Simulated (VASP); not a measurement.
## B: relaxation of cell and atoms with PBEsol

Crystal: B.

```
CELL_PARAMETERS angstrom
0.00000 1.26689 1.26689
1.26689 0.00000 1.26689
1.26689 1.26689 0.00000
ATOMIC_POSITIONS crystal
B 0.00000 0.00000 0.00000
```

```
Program                : VASP 6.6.1
Task                   : relaxation of cell and atoms
Functional             : PBEsol
Potentials or basis    : VASP PAW PBE potentials, release 64 (B)
Cutoff                 : 600 eV
k mesh                 : 25 × 25 × 25
Occupations            : fermi-dirac, width 0.1 eV
Spin                   : no spin polarisation
Target pressure        : 190 GPa
Dipole correction      : no
Further INCAR settings : ALGO = Normal; EDIFF = 1e-06; IBRION = 2; EDIFFG = -0.005; NSW = 60; ISIF = 3
```

```json
{"Relaxed volume": "4.08 Å³/atom", "Relaxed cell": "a = 1.793 Å, b = 1.793 Å, c = 1.793 Å, α = 60.00°, β = 60.00°, γ = 60.00°", "Space group after relaxing (to 0.05 Å)": "Fm-3m (No. 225)", "Energy change on relaxing (the enthalpy is what falls)": "-13.9 meV/atom", "Ionic steps": "3", "Pressure after relaxing": "190.0 GPa"}
```

Step by step:
```tsv
step	energy change (eV)	largest force (eV/Å)	pressure (GPa)	volume (Å³)
1	0.0000	0.0000	192.47	4.07
2	-0.0436	0.0000	184.68	4.10
3	-0.0139	0.0000	189.99	4.08
```

Final structure:
```yaml
crystal:
  lattice:
    - [0.00000, 1.26809, 1.26809]
    - [1.26809, 0.00000, 1.26809]
    - [1.26809, 1.26809, 0.00000]
  atoms:
    - { symbol: B, position: [0.00000, 0.00000, 0.00000] }
```

Levels at points of the mesh, in eV from the Fermi level:
| k point | band 1 | band 2 | band 3 | band 4 | band 5 |
| --- | --- | --- | --- | --- | --- |
| (0.00, 0.00, 0.00) | -23.93 | 22.15 | 22.15 | 22.15 | 40.24 |

Run time: 6.9 s on 1 thread of Intel(R) Xeon(R) Platinum 8259CL CPU @ 2.50GHz (Skylake/Cascade Lake) (shared host), peak memory 0.11 GiB.

Caveat: the cell is relaxed towards a set pressure, so the enthalpy falls and the energy may rise; the PAW data sets were made with another functional, which shifts forces and pressure a little.
